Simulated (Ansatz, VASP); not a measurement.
## One calculation of Be, two programs

INCAR

```
PREC = Accurate
ENCUT = 520
EDIFF = 1E-6
ISMEAR = 0
SIGMA = 0.1
LREAL = False
LASPH = True
NELM = 100
ALGO = Normal
ISIF = 2
LWAVE = False
LCHARG = False
LDIPOL = True
IDIPOL = 3
DIPOL = 0.5 0.5 0.500
GGA = PE
NBANDS = 9
```

Contents of KPOINTS:

```
regular mesh
0
Gamma
  6 6 1
```

POSCAR

```
Be
1.0
    3.0921880000      0.0000000000      0.0000000000
   -1.5460940000      2.6779130000      0.0000000000
    0.0000000000      0.0000000000     16.0000000000
Be
2
Direct
    0.0000000000      0.0000000000      0.5315993100
    0.0000000000      0.0000000000      0.4684006900
```

Input for Ansatz:

```yaml
crystal:
  lattice:
    - [3.092188, 0.0, 0.0]
    - [-1.546094, 2.677913, 0.0]
    - [0.0, 0.0, 16.0]
  atoms:
    - { symbol: Be, position: [0.0, 0.0, 0.53159931] }
    - { symbol: Be, position: [0.0, 0.0, 0.46840069] }
  periodic: [true, true, false]
basis:
  ecutwfc: 420
kpoints:
  mp_grid: { grid: [6, 6, 1] }
hamiltonian:
  xc: pbe
scf:
  occupations: { method: gaussian, width: 0.1 }
  lower_state_search: "off"
output:
  forces: true
  stress: true
  eigenvalues: true
```

Alike in both runs: task single point; functional PBE; k mesh 6 × 6 × 1; occupations gaussian, width 0.1 eV; no spin polarisation.

|  | VASP | Ansatz |
| --- | --- | --- |
| version | VASP 6.6.1 | Ansatz 0.2.0 |
| potentials or method | VASP PAW PBE potentials, release 64 (Be), cutoff 520 eV | scalar-relativistic, plane waves, PAW |
| valence electrons in the cell | 4 | 4 |

|  | VASP | Ansatz | Ansatz less VASP |
| --- | --- | --- | --- |
| gap on the k mesh at the Fermi level (eV) | none | none | - |
| rms of the force components (eV/Å) | 23.310 | 21.814 | -1.4955 |

Atom by atom the forces differ by 1.495 eV/Å (rms over components). A gap of «none» marks a metal or a gap that the smearing closes. Ansatz's warnings: slab cell height set.

The k mesh is coarse, so the values compare programs but aren't converged.
